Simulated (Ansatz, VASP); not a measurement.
## BeTe in VASP and in Ansatz

```
CELL_PARAMETERS angstrom
0.00000 2.79441 2.79441
2.79441 0.00000 2.79441
2.79441 2.79441 0.00000
ATOMIC_POSITIONS crystal
Be 0.00000 0.00000 0.00000
Te 0.25000 0.25000 0.25000
```

Alike in both runs: task single point; functional PBE; k mesh 6 × 6 × 6; no spin polarisation.

|  | VASP | Ansatz |
| --- | --- | --- |
| version | VASP 6.6.1 | Ansatz 0.2.0 |
| potentials or method | VASP PAW PBE potentials, release 64 (Be, Te), cutoff 600 eV | plane waves, PAW |
| occupations | gaussian, width 0.01 eV | fixed |
| valence electrons in the cell | 8 | 18 |

|  | VASP | Ansatz | Ansatz less VASP |
| --- | --- | --- | --- |
| pressure (GPa) | 2.7 | 2.5 | -0.16 |

VASP's potentials hold 8 valence electrons a cell and Ansatz's 18, so a difference there can come from the potentials and not from the codes.

Neither program's run includes spin-orbit coupling.
